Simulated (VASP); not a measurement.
Set up this calculation in VASP 6.6.1, as the native input.

| Quantity | Value |
| --- | --- |
| Task | single point |
| Functional | r2SCAN |
| Potentials or basis | VASP PAW PBE potentials, release 64 (Gd, N) |
| Cutoff | 520 eV |
| k mesh | 12 × 12 × 12 |
| Occupations | gaussian, width 0.05 eV |
| Spin | collinear spin, ferromagnetic start |
| Starting moments | [7.0, 0.0] μB |
| Dipole correction | no |
| Further INCAR settings | ALGO = Normal; EDIFF = 1e-06; NBANDS = 22 |

The system is GdN.

```
Gd N
1.0
     0.00000    2.49280    2.49280
     2.49280    0.00000    2.49280
     2.49280    2.49280    0.00000
Gd N
1 1
Direct
  0.50000 0.50000 0.50000
  0.00000 0.00000 0.00000
```

These files were run (other wordings do the same):

POSCAR

```
GdN
1.0
    0.0000000000      2.4927984072      2.4927984072
    2.4927984072      0.0000000000      2.4927984072
    2.4927984072      2.4927984072      0.0000000000
Gd N
1 1
Direct
    0.5000000000      0.5000000000      0.5000000000
    0.0000000000      0.0000000000      0.0000000000
```

INCAR.step1

```
SYSTEM = GdN
ALGO = Normal
EDIFF = 1E-4
ENCUT = 520
GGA = PE
ISMEAR = 0
ISPIN = 2
LASPH = .True.
LCHARG = .False.
LMAXMIX = 6
LREAL = .False.
LWAVE = .True.
MAGMOM = 7 0
NBANDS = 22
NELM = 150
PREC = Accurate
SIGMA = 0.05
```

INCAR.step2

```
SYSTEM = GdN
ALGO = Normal
EDIFF = 1E-6
ENCUT = 520
ISIF = 2
ISMEAR = 0
ISPIN = 2
ISTART = 1
LASPH = .True.
LCHARG = .False.
LMAXMIX = 6
LMIXTAU = .True.
LORBIT = 11
LREAL = .False.
LWAVE = .False.
MAGMOM = 7 0
METAGGA = R2SCAN
NBANDS = 22
NELM = 150
PREC = Accurate
SIGMA = 0.05
```

KPOINTS

```
k-points
0
Gamma
  12 12 12
  0 0 0
```

Potentials or basis: VASP PAW PBE potentials, release 64 (Gd, N).

Command:

```console
$ cat potpaw_PBE.64/Gd/POTCAR potpaw_PBE.64/N/POTCAR > POTCAR
$ cp INCAR.step1 INCAR
$ mpirun -np 1 vasp_std > vasp.out
$ cp INCAR.step2 INCAR
$ mpirun -np 1 vasp_std > vasp.out
```

Results of the run:

```
Pressure                                              : -1.1 GPa
Band gap on the k mesh                                : zero (filled and empty bands overlap)
Net moment                                            : 7.00 μB per cell
Site moments                                          : Gd +6.79; N -0.12 μB
Valence electrons inside the program's atomic spheres : Gd 15.23; N 3.67
```

Caveat: the PAW data sets were made with another functional, which shifts forces and pressure a little; spin-orbit coupling is left out, which moves the levels of the heavy elements; a cell with one magnetic atom can't hold antiferromagnetic order, which such compounds often take; semilocal functionals describe open f shells poorly, which spoils levels, moments and volumes.

Run time: 10 min on 1 thread of Intel(R) Xeon(R) 6975P-C (Granite Rapids), on a shared host, peak memory 0.25 GiB.
